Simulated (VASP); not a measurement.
# AlGaN2: single point with r2SCAN

The system is AlGaN2.

```
Al Ga N
1.0
    -3.14088    0.00000    0.00000
     0.00000   -3.14088    0.00000
     0.00000    0.00000    8.84768
Al Ga N
2 2 4
Direct
  0.50000 0.50000 0.25000
  0.50000 0.50000 0.75000
  0.00000 0.00000 0.00000
  0.00000 0.00000 0.50000
  0.50000 0.00000 0.36913
  0.50000 0.00000 0.86913
  0.00000 0.50000 0.13087
  0.00000 0.50000 0.63087
```

- Program: VASP 6.6.1
- Task: single point
- Functional: r2SCAN
- Potentials or basis: VASP PAW PBE potentials, release 64 (Al, Ga_d, N)
- Cutoff: 520 eV
- k mesh: 7 × 7 × 3
- Occupations: gaussian, width 0.05 eV
- Spin: no spin polarisation

```
Pressure               : -0.1 GPa
Band gap on the k mesh : 3.36 eV
```

Forces on the atoms (eV/Å):
```
Al   0.000  0.000  0.000
Al   0.000  0.000  0.000
Ga   0.000  0.000  0.000
Ga   0.000  0.000  0.000
N    0.000  0.000  0.003
N    0.000  0.000  0.003
N    0.000  0.000 -0.003
N    0.000  0.000 -0.003
```

Stress tensor (GPa, compression positive):
```
-0.09  0.00  0.00
 0.00 -0.09  0.00
 0.00  0.00  0.01
```

Levels at points of the mesh, in eV from the valence-band top:
```
           k point  band 22  band 23  band 24  band 25  band 26  band 27  band 28  band 29  band 30  band 31
(0.00, 0.00, 0.00)    -0.99    -0.99    -0.23     0.00     0.00     3.36     4.10     5.83     5.99     8.37
```

Run time: 4.7 min on 1 thread of AMD EPYC 7R13 Processor (Zen 3) (shared host), peak memory 0.2 GiB.

Caveat: the PAW data sets were made with another functional, which shifts forces and pressure a little. r2SCAN opens gaps a little over a GGA but as a rule still falls short of measured ones.
